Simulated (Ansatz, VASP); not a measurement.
# One calculation of SiOs2, two programs

```
Si Os
1.0
    -1.82132    1.82132    6.33269
     1.82132   -1.82132    6.33269
     1.82132    1.82132   -6.33269
Si Os
2 4
Direct
  0.00000 0.00000 0.00000
  0.75000 0.25000 0.50000
  0.41650 0.41650 0.00000
  0.16650 0.66650 0.50000
  0.33350 0.83350 0.50000
  0.58350 0.58350 0.00000
```

Alike in both runs: task single point; functional PBE; k mesh 8 × 8 × 8; occupations gaussian, width 0.1 eV; no spin polarisation.

```csv
,VASP,Ansatz
version,VASP 6.6.1,Ansatz 0.2.0
potentials or method,"VASP PAW PBE potentials, release 64 (Si, Os), cutoff 520 eV","scalar-relativistic, plane waves, PAW"
valence electrons in the cell,40,72
```

Ansatz gave:

* gap on the k mesh at the Fermi level (eV): none
* rms of the force components (eV/Å): 0.263

Q: What did VASP give for the same quantities?

A: gap on the k mesh at the Fermi level (eV): none; rms of the force components (eV/Å): 0.267.

Atom by atom the forces differ by 0.004 eV/Å (rms over components). A gap of «none» marks a metal or a gap that the smearing closes. VASP's potentials hold 40 valence electrons a cell and Ansatz's 72, so a difference there can come from the potentials and not from the codes.

Spin-orbit coupling is off throughout.
